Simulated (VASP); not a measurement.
A run of VASP 6.6.1 is set up as follows.

File POSCAR:

```
BeTe
1.0
    0.0000000000      2.6803100000      2.6803100000
    2.6803100000      0.0000000000      2.6803100000
    2.6803100000      2.6803100000      0.0000000000
Be Te
1 1
Direct
    0.5000000000      0.5000000000      0.5000000000
    0.0000000000      0.0000000000      0.0000000000
```

The input INCAR.step1:

```
SYSTEM = BeTe
  ALGO = Normal
  EDIFF = 1E-5
  ENCUT = 520
  GGA = PE
  ISIF = 2
  ISMEAR = -1
  LASPH = .True.
  LCHARG = .False.
  LREAL = .False.
  LWAVE = .True.
  NBANDS = 11
  NELM = 60
  PREC = Accurate
  SIGMA = 0.05
```

INCAR.step2

```
SYSTEM = BeTe
  AEXX = 0.25
  ALGO = Normal
  EDIFF = 1E-6
  ENCUT = 520
  GGA = PE
  HFSCREEN = 0.2
  ISIF = 2
  ISMEAR = -1
  ISTART = 1
  LASPH = .True.
  LCHARG = .False.
  LHFCALC = .True.
  LREAL = .False.
  LWAVE = .False.
  NBANDS = 11
  NELM = 60
  PREC = Accurate
  PRECFOCK = Normal
  SIGMA = 0.05
```

The input KPOINTS:

```
k-points
0
Gamma
  5 5 5
  0 0 0
```

Potentials or basis: VASP PAW PBE potentials, release 64 (Be, Te).

Run with:

```console
$ cat potpaw_PBE.64/Be/POTCAR potpaw_PBE.64/Te/POTCAR > POTCAR
$ cp INCAR.step1 INCAR
$ mpirun -np 1 vasp_std > vasp.out
$ cp INCAR.step2 INCAR
$ mpirun -np 1 vasp_std > vasp.out
```

(1) Estimate the pressure.

(2) Estimate the band gap on the k mesh.

## Answers

(1) -1.0 GPa.

(2) zero (bands 4 and 5 overlap by 0.51 eV).

Caveat: the k points lie up to 0.41 Å⁻¹ apart, too coarse for converged energies and pressures of a metal; the PAW data sets were made with another functional, which shifts forces and pressure a little; spin-orbit coupling is left out, which moves the levels of the heavy elements.
